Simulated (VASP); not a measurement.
# HfF2 (P4/nmm) in VASP: notebook

HfF2 is run at these levels: PBE; tasks: single point, relaxation of cell and atoms.

Everything below comes from runs of VASP 6.6.1. Logs are shortened: lines on timing, memory, paths and dates and some standing lists are left out, and cuts for length are marked.

## Step 1: The cell of the first run

It takes space group P4/nmm (No. 129, tetragonal). Conventional cell: a = 3.607 Å, b = 3.607 Å, c = 5.423 Å, α = 90.00°, β = 90.00°, γ = 90.00°. Within 2.9 Å of Hf (site symmetry 4mm) lie 9 F at 2.16 to 2.55 Å. Within 3.2 Å of F (site symmetry -4m2) lie 8 F at 2.40 to 2.55 Å and 4 Hf at 2.47 Å. Within 2.9 Å of F (site symmetry 4mm) lie 5 Hf at 2.16 to 2.55 Å and 4 F at 2.40 Å.

## Step 2: Single point, PBE

Contents of INCAR:

```
SYSTEM = HfF2
PREC = Accurate
ENCUT = 520
EDIFF = 1E-6
ISMEAR = 0
SIGMA = 0.1
LREAL = .False.
LASPH = .True.
NELM = 60
ALGO = Normal
ISIF = 2
LWAVE = .False.
LCHARG = .False.
GGA = PE
NBANDS = 33
```

Contents of KPOINTS:

```
Automatic mesh
0
Gamma
  6 6 4
  0 0 0
```

Contents of POSCAR:

```
HfF2
1.0
    3.6073917693      0.0000000000      0.0000000000
    0.0000000000      3.6073917693      0.0000000000
    0.0000000000      0.0000000000      5.4234829761
Hf F
2 4
Direct
    0.0000000000      0.5000000000      0.6890348775
    0.5000000000      0.0000000000      0.3109651225
    0.0000000000      0.0000000000      0.0000000000
    0.5000000000      0.5000000000      0.0000000000
    0.0000000000      0.5000000000      0.2910593605
    0.5000000000      0.0000000000      0.7089406395
```

Potentials or basis: VASP PAW PBE potentials, release 64 (Hf_pv, F).

Started as:

```sh
> cat potpaw_PBE.64/Hf_pv/POTCAR potpaw_PBE.64/F/POTCAR > POTCAR
> mpirun -np 1 vasp_std > vasp.out
```

OUTCAR:

```text
SYSTEM = HfF2
   PREC = Accurate
   ENCUT = 520
   EDIFF = 1E-6
   ISMEAR = 0
   LREAL = .False.
   LASPH = .True.
   NELM = 60
   ISIF = 2
   GGA = PE

 ion  position               nearest neighbor table
   1  0.000  0.500  0.689-   5 2.16   4 2.47   3 2.47   3 2.47   4 2.47   6 2.55   6 2.55   6 2.55
                             6 2.55   2 3.27   2 3.27   2 3.27   2 3.27
   2  0.500  0.000  0.311-   6 2.16   4 2.47   3 2.47   4 2.47   3 2.47   5 2.55   5 2.55   5 2.55
                             5 2.55   1 3.27   1 3.27   1 3.27   1 3.27
   3  0.000  0.000  0.000-   1 2.47   2 2.47   1 2.47   2 2.47
   4  0.500  0.500  0.000-   1 2.47   2 2.47   2 2.47   1 2.47
   5  0.000  0.500  0.291-   1 2.16   2 2.55   2 2.55   2 2.55   2 2.55
   6  0.500  0.000  0.709-   2 2.16   1 2.55   1 2.55   1 2.55   1 2.55

  LATTYP: Found a simple tetragonal cell.
 ALAT       =     3.6073917693
 C/A-ratio  =     1.5034360898

  Lattice vectors:

 A1 = (   3.6073917693,   0.0000000000,   0.0000000000)
 A2 = (   0.0000000000,   3.6073917693,   0.0000000000)
 A3 = (   0.0000000000,   0.0000000000,   5.4234829761)

Analysis of symmetry for initial positions (statically):
=====================================================================
 Subroutine PRICEL returns:
 Original cell was already a primitive cell.

 Routine SETGRP: Setting up the symmetry group for a
 simple tetragonal supercell.

 Subroutine GETGRP returns: Found 16 space group operations
 (whereof  8 operations were pure point group operations)
 out of a pool of 16 trial point group operations.

The static configuration has the point symmetry D_2d.
 The point group associated with its full space group is D_4h.

Analysis of symmetry for dynamics (positions and initial velocities):
=====================================================================
 Subroutine PRICEL returns:
 Original cell was already a primitive cell.

 Routine SETGRP: Setting up the symmetry group for a
 simple tetragonal supercell.

 Subroutine GETGRP returns: Found 16 space group operations
 (whereof  8 operations were pure point group operations)
 out of a pool of 16 trial point group operations.

The dynamic configuration has the point symmetry D_2d.
 The point group associated with its full space group is D_4h.

 Subroutine INISYM returns: Found 16 space group operations
 (whereof  8 operations are pure point group operations),
 and found     1 'primitive' translations

----------------------------------------------------------------------------------------

                                     Primitive cell

  volume of cell :      70.5773

  direct lattice vectors                    reciprocal lattice vectors
     3.607391769  0.000000000  0.000000000     0.277208594  0.000000000  0.000000000
     0.000000000  3.607391769  0.000000000     0.000000000  0.277208594  0.000000000
     0.000000000  0.000000000  5.423482976     0.000000000  0.000000000  0.184383357

  length of vectors
     3.607391769  3.607391769  5.423482976     0.277208594  0.277208594  0.184383357

  position of ions in fractional coordinates (direct lattice)
     0.000000000  0.500000000  0.689034877
     0.500000000  0.000000000  0.310965123
     0.000000000  0.000000000  0.000000000
     0.500000000  0.500000000  0.000000000
     0.000000000  0.500000000  0.291059361
     0.500000000  0.000000000  0.708940639

  ion indices of the primitive-cell ions
   primitive index   ion index
                 1           1
                 2           2
                 3           3
                 4           4
                 5           5
                 6           6

----------------------------------------------------------------------------------------

 KPOINTS: Automatic mesh

Automatic generation of k-mesh.
 Grid dimensions read from file:
 generate k-points for:    6    6    4

 Generating k-lattice:

  Cartesian coordinates                     Fractional coordinates (reciprocal lattice)
     0.046201432  0.000000000  0.000000000     0.166666667  0.000000000  0.000000000
     0.000000000  0.046201432  0.000000000     0.000000000  0.166666667  0.000000000
     0.000000000  0.000000000  0.046095839     0.000000000  0.000000000  0.250000000

  Length of vectors
     0.046201432  0.046201432  0.046095839

  Shift w.r.t. Gamma in fractional coordinates (k-lattice)
     0.000000000  0.000000000  0.000000000

 Subroutine IBZKPT returns following result:
 ===========================================

 Found     30 irreducible k-points:

 Following reciprocal coordinates:
            Coordinates               Weight
  0.000000  0.000000  0.000000      1.000000
  0.166667  0.000000  0.000000      4.000000
  0.333333  0.000000  0.000000      4.000000
  0.500000  0.000000  0.000000      2.000000
  0.166667  0.166667  0.000000      4.000000
  0.333333  0.166667  0.000000      8.000000
[... 16 lines left out ...]
  0.333333  0.000000  0.500000      4.000000
  0.500000  0.000000  0.500000      2.000000
 [... further k-points ...]
   k-points           NKPTS =     30   k-points in BZ     NKDIM =     30   number of bands    NBANDS=     33
   number of dos      NEDOS =    301   number of ions     NIONS =      6
   total plane-waves  NPLWV =  31360
   dimension x,y,z NGX =    28 NGY =   28 NGZ =   40
   dimension x,y,z NGXF=    56 NGYF=   56 NGZF=   80
   ions per type =               2   4
   NGX,Y,Z   is equivalent  to a cutoff of  12.90, 12.90, 12.26 a.u.
   NGXF,Y,Z  is equivalent  to a cutoff of  25.81, 25.81, 24.52 a.u.
 SYSTEM =  HfF2
   PREC   = accura    normal or accurate (medium, high low for compatibility)
   ISTART =      0    job   : 0-new  1-cont  2-samecut
   ICHARG =      2    charge: 1-file 2-atom 10-const
   ISPIN  =      1    spin polarized calculation?
   LNONCOLLINEAR =      F non collinear calculations
   LSORBIT =      F    spin-orbit coupling
   LASPH  =      T    aspherical Exc in radial PAW
   ENCUT  =  520.0 eV  38.22 Ry    6.18 a.u.   6.71  6.71 10.08*2*pi/ulx,y,z
   NELM   =     60;   NELMIN=  2; NELMDL= -5     # of ELM steps
   EDIFF  = 0.1E-05   stopping-criterion for ELM
   LREAL  =      F    real-space projection
   EDIFFG = 0.1E-04   stopping-criterion for IOM
   NSW    =      0    number of steps for IOM
   IBRION =     -1    ionic relax: 0-MD 1-quasi-New 2-CG
   NFREE  =      0    steps in history (QN), initial steepest desc. (CG)
   ISIF   =      2    stress and relaxation
   ISYM   =      2    0-nonsym 1-usesym 2-fastsym
   POTIM  = 0.5000    time-step for ionic-motion
   TEBEG  =    0.0;   TEEND  =   0.0 temperature during run
   PSTRESS=    0.0 pullay stress
   NELECT =      48.0000    total number of electrons
   NUPDOWN=      -1.0000    fix difference up-down
   EMIN   =  10.00;   EMAX   =-10.00  energy-range for DOS
   EFERMI =   0.00;   METHOD = LEGACY
   ISMEAR =     0;   SIGMA  =   0.10  broadening in eV -4-tet -1-fermi 0-gaus
   EFERMI_NEDOS =   21; number of points for ismear=-14 and -15
   IALGO  =     38    algorithm
   IMIX   =      4    mixing-type and parameters
     AMIX     =   0.40;   BMIX     =  1.00
     AMIX_MAG =   1.60;   BMIX_MAG =  1.00
  volume/ion in A,a.u.               =      11.76        79.38
  Fermi-wavevector in a.u.,A,eV,Ry     =   1.439683  2.720607 28.200629  2.072688
  Thomas-Fermi vector in A             =   2.558511
   LORBIT       =      0    0 simple, 1 ext, 2 COOP (PROOUT), +10 PAW based schemes
   GGA     = PE    functional components
   LHFCALC =     F    Hartree Fock is set to
   AEXX    =    0.0000 exact exchange contribution
   IVDW    =     0    specifies the selected vdW correction
   LEPSILON=     F    determine dielectric tensor
   LRPA    =     F    only Hartree local field effects (RPA)
 non-spin polarized calculation
 Gauss-broadening in eV      SIGMA  =   0.10
  energy-cutoff  :      520.00
  volume of cell :       70.58
 maximum number of plane-waves:      1940
 NGX is ok and might be reduce to    28
   NGX = 13   NGY = 13   NGZ = 21

 number of electron      48.0000034 magnetization

 Free energy of the ion-electron system (eV)
  ---------------------------------------------------
  ext. energy  EPLUGINS =         0.00000000
  ---------------------------------------------------
  free energy    TOTEN  =       -40.83156894 eV

  energy without entropy =      -40.83156714  energy(sigma->0) =      -40.83156804

 E-fermi :   6.2071     XC(G=0): -11.6319

 val. band max:        5.9290211684   @ k =   0.5000   0.0000   0.0000
 cond. band min:       6.4550256300   @ k =   0.0000   0.0000   0.5000
 fundamental gap:      0.5260044616
 Fermi energy:         6.2071168469

 k-point     1 :       0.0000    0.0000    0.0000
  band No.  band energies     occupation
      1     -26.7560      2.00000
      2     -26.5541      2.00000
      3     -26.5541      2.00000
      4     -26.5040      2.00000
      5     -26.4112      2.00000
      6     -26.4112      2.00000
[... 25 lines left out ...]
     32       9.4527      0.00000
     33       9.4527      0.00000

 k-point     2 :       0.1667    0.0000    0.0000
  band No.  band energies     occupation
      1     -26.7466      2.00000
      2     -26.6354      2.00000
      3     -26.5413      2.00000
      4     -26.4641      2.00000
      5     -26.4510      2.00000
      6     -26.4175      2.00000
[... 25 lines left out ...]
     32       9.2072      0.00000
     33       9.3953      0.00000
[... 754 lines left out ...]
     32       9.4728      0.00000
     33      10.5065      0.00000

 k-point    24 :       0.5000    0.0000    0.5000
  band No.  band energies     occupation
      1     -26.8120      2.00000
      2     -26.8120      2.00000
      3     -26.4696      2.00000
      4     -26.4696      2.00000
      5     -26.4446      2.00000
      6     -26.4446      2.00000
[... 25 lines left out ...]
     32       9.6906      0.00000
     33      11.2219      0.00000

 [... further k-points ...]

------------------------ aborting loop because EDIFF is reached ----------------------------------------

  FORCE on cell =-STRESS in cart. coord.  units (eV):
  Direction    XX          YY          ZZ          XY          YZ          ZX
  --------------------------------------------------------------------------------------
  -------------------------------------------------------------------------------------
  Total       -0.8601038     -0.8601038     -1.1580088      0.0000000      0.0000000      0.0000000
  in kB      -19.5252479    -19.5252479    -26.2879989      0.0000000      0.0000000      0.0000000
  external PRESSURE =     -21.7794982 kB  Pullay stress =       0.0000000 kB

 VOLUME and BASIS-vectors are now :
 -----------------------------------------------------------------------------
  energy-cutoff  :      520.00
  volume of cell :       70.58
      direct lattice vectors                 reciprocal lattice vectors
     3.607391769  0.000000000  0.000000000     0.277208594  0.000000000  0.000000000
     0.000000000  3.607391769  0.000000000     0.000000000  0.277208594  0.000000000
     0.000000000  0.000000000  5.423482976     0.000000000  0.000000000  0.184383357

 POSITION                                       TOTAL-FORCE (eV/Angst)
 -----------------------------------------------------------------------------------
      0.00000      1.80370      3.73697        -0.000000      0.000000     -0.009668
      1.80370      0.00000      1.68651        -0.000000      0.000000      0.009668
      0.00000      0.00000      0.00000        -0.000000      0.000000      0.000000
      1.80370      1.80370      0.00000         0.000000     -0.000000      0.000000
      0.00000      1.80370      1.57856        -0.000000      0.000000      0.136684
      1.80370      0.00000      3.84493         0.000000      0.000000     -0.136684
 -----------------------------------------------------------------------------------
    total drift:                                0.000000      0.000000      0.000000

  FREE ENERGIE OF THE ION-ELECTRON SYSTEM (eV)
  ---------------------------------------------------
  free  energy   TOTEN  =       -40.8315689419 eV

  energy  without entropy=      -40.8315671418  energy(sigma->0) =      -40.83156804
```

Wall time 36 s (1 thread of Intel Xeon 6975P-C (Granite Rapids), shared host); peak memory 0.2 GiB.

What came out:

| Item | Value |
| --- | --- |
| Free energy | -40.8316 eV |
| Pressure | -2.2 GPa |
| Largest force | 0.137 eV/Å |
| Band gap on the k mesh | 0.53 eV (least direct gap 0.99 eV) |

Forces in eV/Å, atoms in the order of the input:
```
Hf   0.000  0.000 -0.010
Hf   0.000  0.000  0.010
F    0.000  0.000  0.000
F    0.000  0.000  0.000
F    0.000  0.000  0.137
F    0.000  0.000 -0.137
```

Caveat: spin-orbit coupling is left out, which moves the levels of the heavy elements.

## Step 3: Relaxation of cell and atoms, PBE

This run uses another cell than the first one, of 12.58 Å³/atom.

Contents of INCAR:

```
SYSTEM = HfF2
ALGO = Normal
EDIFF = 1E-6
EDIFFG = -0.04
ENCUT = 600
GGA = PE
IBRION = 2
ISIF = 3
ISMEAR = 0
LASPH = .True.
LCHARG = .False.
LREAL = .False.
LWAVE = .False.
NELM = 60
NSW = 90
PREC = Accurate
SIGMA = 0.1
```

Contents of KPOINTS:

```
k-points
0
Gamma
  6 6 4
  0 0 0
```

Contents of POSCAR:

```
HfF2
1.0
    3.6706167747      0.0000000000      0.0000000000
    0.0000000000      3.6706167747      0.0000000000
    0.0000000000      0.0000000000      5.6006329595
Hf F
2 4
Direct
    0.0000000000      0.5000000000      0.7000000000
    0.5000000000      0.0000000000      0.3000000000
    0.0000000000      0.0000000000      0.0000000000
    0.5000000000      0.5000000000      0.0000000000
    0.0000000000      0.5000000000      0.2700000000
    0.5000000000      0.0000000000      0.7300000000
```

Potentials or basis: VASP PAW PBE potentials, release 64 (Hf_pv, F).

Started as:

```sh
> cat potpaw_PBE.64/Hf_pv/POTCAR potpaw_PBE.64/F/POTCAR > POTCAR
> mpirun -np 1 vasp_std > vasp.out
```

OUTCAR:

```text
SYSTEM = HfF2
   EDIFF = 1E-6
   EDIFFG = -0.04
   ENCUT = 600
   GGA = PE
   IBRION = 2
   ISIF = 3
   ISMEAR = 0
   LASPH = .True.
   LREAL = .False.
   NELM = 60
   NSW = 90
   PREC = Accurate

 ion  position               nearest neighbor table
   1  0.000  0.500  0.700-   5 2.41   4 2.49   3 2.49   3 2.49   4 2.49   6 2.60   6 2.60   6 2.60
                             6 2.60   2 3.43   2 3.43   2 3.43   2 3.43
   2  0.500  0.000  0.300-   6 2.41   4 2.49   3 2.49   4 2.49   3 2.49   5 2.60   5 2.60   5 2.60
                             5 2.60   1 3.43   1 3.43   1 3.43   1 3.43
   3  0.000  0.000  0.000-   1 2.49   2 2.49   1 2.49   2 2.49
   4  0.500  0.500  0.000-   1 2.49   2 2.49   2 2.49   1 2.49
   5  0.000  0.500  0.270-   1 2.41   2 2.60   2 2.60   2 2.60   2 2.60
   6  0.500  0.000  0.730-   2 2.41   1 2.60   1 2.60   1 2.60   1 2.60

  LATTYP: Found a simple tetragonal cell.
 ALAT       =     3.6706167747
 C/A-ratio  =     1.5258016032

  Lattice vectors:

 A1 = (   3.6706167747,   0.0000000000,   0.0000000000)
 A2 = (   0.0000000000,   3.6706167747,   0.0000000000)
 A3 = (   0.0000000000,   0.0000000000,   5.6006329595)

Analysis of symmetry for initial positions (statically):
=====================================================================
 Subroutine PRICEL returns:
 Original cell was already a primitive cell.
[... 189 lines left out ...]
  -------------------------------------------------------------------------------------
  Total       -5.2789385     -5.2789385     -5.8558333      0.0000000     -0.0000000      0.0000000
  in kB     -112.0835761   -112.0835761   -124.3323343      0.0000000     -0.0000000      0.0000000
  external PRESSURE =    -116.1664955 kB  Pullay stress =       0.0000000 kB
[... 267 lines left out ...]
--------------------------------------- Ionic step        8  -------------------------------------------

 number of electron      47.9999990 magnetization

 Free energy of the ion-electron system (eV)
  ---------------------------------------------------
  ext. energy  EPLUGINS =         0.00000000
  ---------------------------------------------------
  free energy    TOTEN  =       -40.86449369 eV

  energy without entropy =      -40.86448581  energy(sigma->0) =      -40.86448975

 E-fermi :   6.3855     XC(G=0): -11.7231

 val. band max:        6.1359397072   @ k =   0.5000   0.0000   0.0000
 cond. band min:       6.6019139874   @ k =   0.0000   0.0000   0.5000
 fundamental gap:      0.4659742802
 Fermi energy:         6.3855277060

 k-point     1 :       0.0000    0.0000    0.0000
  band No.  band energies     occupation
      1     -26.5632      2.00000
      2     -26.3398      2.00000
      3     -26.3398      2.00000
      4     -26.2919      2.00000
      5     -26.1904      2.00000
      6     -26.1904      2.00000
[... 733 lines left out ...]
     27       8.7612      0.00000
     28       8.7612      0.00000

 [... further k-points ...]

------------------------ aborting loop because EDIFF is reached ----------------------------------------

  FORCE on cell =-STRESS in cart. coord.  units (eV):
  Direction    XX          YY          ZZ          XY          YZ          ZX
  --------------------------------------------------------------------------------------
  -------------------------------------------------------------------------------------
  Total        0.0490026      0.0490026     -0.0964356      0.0000000      0.0000000     -0.0000000
  in kB        1.1316061      1.1316061     -2.2269664      0.0000000      0.0000000     -0.0000000
  external PRESSURE =       0.0120819 kB  Pullay stress =       0.0000000 kB
[... 21 lines left out ...]
  FREE ENERGIE OF THE ION-ELECTRON SYSTEM (eV)
  ---------------------------------------------------
  free  energy   TOTEN  =       -40.8644936910 eV

  energy  without entropy=      -40.8644858053  energy(sigma->0) =      -40.86448975

 reached required accuracy - stopping structural energy minimisation
```

It took 4.5 min on 1 thread of Intel Xeon 6975P-C (Granite Rapids), shared host; peak memory 0.23 GiB.

What came out:

```
Free energy                           : -40.8645 eV
Relaxed volume                        : 11.56 Å³/atom
Relaxed cell                          : a = 3.582 Å, b = 3.582 Å, c = 5.408 Å, α = 90.00°, β = 90.00°, γ = 90.00°
Space group after relaxing (to 0.1 Å) : P4/nmm (No. 129)
Energy gained by relaxing             : 79.5 meV/atom
Ionic steps                           : 8
Pressure after relaxing               : 0.0 GPa
Largest force after relaxing          : 0.016 eV/Å
Band gap on the k mesh                : 0.47 eV (least direct gap 1.04 eV)
```

Forces in eV/Å, atoms in the order of the input:
```
Hf   0.000  0.000 -0.016
Hf   0.000  0.000  0.016
F    0.000  0.000  0.000
F    0.000  0.000  0.000
F    0.000  0.000  0.016
F    0.000  0.000 -0.016
```

Stress tensor (GPa, compression positive):
```
 0.11  0.00  0.00
 0.00  0.11  0.00
 0.00  0.00 -0.22
```

The path:
```csv
step,energy change (eV),largest force (eV/Å),pressure (GPa),volume (Å³)
1,0.0000,1.1427,-11.62,75.46
2,-0.3487,0.6242,7.08,65.93
3,-0.3779,0.7913,2.18,67.79
4,-0.4567,0.3409,2.10,68.08
5,-0.4616,0.2736,2.28,68.17
6,-0.4741,0.1071,-1.15,69.85
7,-0.4748,0.1177,-0.46,69.51
8,-0.4770,0.0158,0.00,69.38
```

Final structure:
```
Hf F
1.0
     3.58164    0.00000    0.00000
     0.00000    3.58164    0.00000
     0.00000    0.00000    5.40842
Hf F
2 4
Direct
  0.00000 0.50000 0.68951
  0.50000 0.00000 0.31049
  0.00000 0.00000 0.00000
  0.50000 0.50000 0.00000
  0.00000 0.50000 0.29179
  0.50000 0.00000 0.70821
```

Caveat: spin-orbit coupling is left out, which moves the levels of the heavy elements. A k mesh can miss the band edges.
